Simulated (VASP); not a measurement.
## KCl: single point with LDA

The system is KCl.

```
K Cl
1.0
     0.00000    3.11344    3.11344
     3.11344    0.00000    3.11344
     3.11344    3.11344    0.00000
K Cl
1 1
Direct
  0.00000 0.00000 0.00000
  0.50000 0.50000 0.50000
```

```yaml
Program: VASP 6.6.1
Task: single point
Functional: LDA
Potentials_or_basis: VASP PAW LDA potentials, release 64 (K_sv, Cl)
Cutoff: 520 eV
k_mesh: 7 × 7 × 7
Occupations: fermi-dirac, width 0.03 eV
Spin: no spin polarisation
```

The pressure is -1.4 GPa and the band gap on the k mesh is 4.85 eV.

Levels at points of the mesh, in eV from the valence-band top:
| k point | band 6 | band 7 | band 8 | band 9 | band 10 | band 11 |
| --- | --- | --- | --- | --- | --- | --- |
| (0.00, 0.00, 0.00) | 0.00 | 0.00 | 0.00 | 4.85 | 8.10 | 8.10 |

Run time: 42 s on 1 thread of AMD EPYC 7R13, on a shared host, peak memory 0.15 GiB.
